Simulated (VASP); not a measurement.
Wanted: the native input for a VASP 6.6.1 run.

| Quantity | Value |
| --- | --- |
| Task | single point |
| Functional | revPBE |
| Potentials or basis | VASP PAW PBE potentials, release 64 (Zn) |
| Cutoff | 520 eV |
| k mesh | 15 × 15 × 4 |
| Occupations | fermi-dirac, width 0.1 eV |
| Spin | no spin polarisation |
| Dipole correction | no |
| Further INCAR settings | ALGO = Normal; EDIFF = 1e-07; NBANDS = 32 |

The structure of Zn lies in POSCAR:

```
Zn
1.0
    2.6493513381      0.0000000000      0.0000000000
   -1.3246756690      2.2944055623      0.0000000000
    0.0000000000      0.0000000000      9.9222749067
Zn
4
Direct
    1.0000000000      1.0000000000      0.0000000000
    0.0000000000      0.0000000000      0.5000000000
    0.3333333333      0.6666666667      0.2500000000
    0.6666666667      0.3333333333      0.7500000000
```

This cell differs from its parent crystal: volume scaled by 0.96.

These files were run (other wordings do the same):

INCAR

```
  PREC = Accurate
  ENCUT = 520
  EDIFF = 1E-7
  ISMEAR = -1
  SIGMA = 0.1
  LREAL = False
  LASPH = True
  NELM = 80
  ALGO = Normal
  ISIF = 2
  LWAVE = False
  LCHARG = False
  GGA = RE
  NBANDS = 32
```

KPOINTS

```
regular mesh
0
Gamma
  15 15 4
```

Potentials or basis: VASP PAW PBE potentials, release 64 (Zn).

Launch:

```console
$ cat potpaw_PBE.64/Zn/POTCAR > POTCAR
$ mpirun -np 1 vasp_std > vasp.out
```

Results of the run:

| Quantity | Value |
| --- | --- |
| Pressure | 3.4 GPa |
| Band gap on the k mesh | zero (band 24 reaches 5.03 eV, above the bottom of band 25 at 0.17 eV) |

Caveat: the PAW data sets were made with another functional, which shifts forces and pressure a little.

Run time: 61 s on 1 thread of Intel(R) Xeon(R) 6975P-C (Granite Rapids), on a shared host, peak memory 0.24 GiB.
